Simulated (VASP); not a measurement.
Write the native input for VASP 6.6.1 that does the following.

| Item | Value |
| --- | --- |
| Task | relaxation of shape and atoms at fixed volume |
| Functional | PBEsol |
| Potentials or basis | VASP PAW PBE potentials, release 64 (Al, Cu) |
| Cutoff | 600 eV |
| k mesh | 16 × 16 × 6 |
| Occupations | gaussian, width 0.1 eV |
| Spin | no spin polarisation |
| Dipole correction | no |
| Further INCAR settings | ALGO = Fast; EDIFF = 1e-06; IBRION = 2; EDIFFG = -0.01; NSW = 50; ISIF = 4 |

The structure of Al3Cu lies in POSCAR:

```
Al3Cu
1.0
    2.8332580926      0.0000000000      0.0000000000
    0.0000000000      2.8332580926      0.0000000000
    0.0000000000      0.0000000000      7.7572301241
Al Cu
3 1
Direct
    0.0000000000      0.0000000000      0.5000000000
    0.5000000000      0.5000000000      0.2192985491
    0.5000000000      0.5000000000      0.7807014509
    0.0000000000      0.0000000000      0.0000000000
```

These files were run (other wordings do the same):

INCAR

```
PREC = Accurate
ENCUT = 600
EDIFF = 1E-6
ISMEAR = 0
SIGMA = 0.1
LREAL = False
LASPH = True
NELM = 100
ALGO = Fast
ISIF = 4
LWAVE = False
LCHARG = False
GGA = PS
IBRION = 2
NSW = 50
EDIFFG = -0.01
```

KPOINTS

```
regular mesh
0
Gamma
  16 16 6
```

Potentials or basis: VASP PAW PBE potentials, release 64 (Al, Cu).

Run with:

```console
$ cat potpaw_PBE.64/Al/POTCAR potpaw_PBE.64/Cu/POTCAR > POTCAR
$ mpirun -np 1 vasp_std > vasp.out
```

It gave:

```
Energy gained by relaxing : 0.1 meV/atom
Ionic steps               : 3
Pressure after relaxing   : -4.8 GPa
Band gap on the k mesh    : zero (bands 10 and 11 overlap by 5.91 eV)
```

Caveat: the PAW data sets were made with another functional, which shifts forces and pressure a little.

Run time: 4.6 min on 1 thread of Intel(R) Xeon(R) Platinum 8559C (Emerald Rapids) (shared host), peak memory 0.34 GiB.
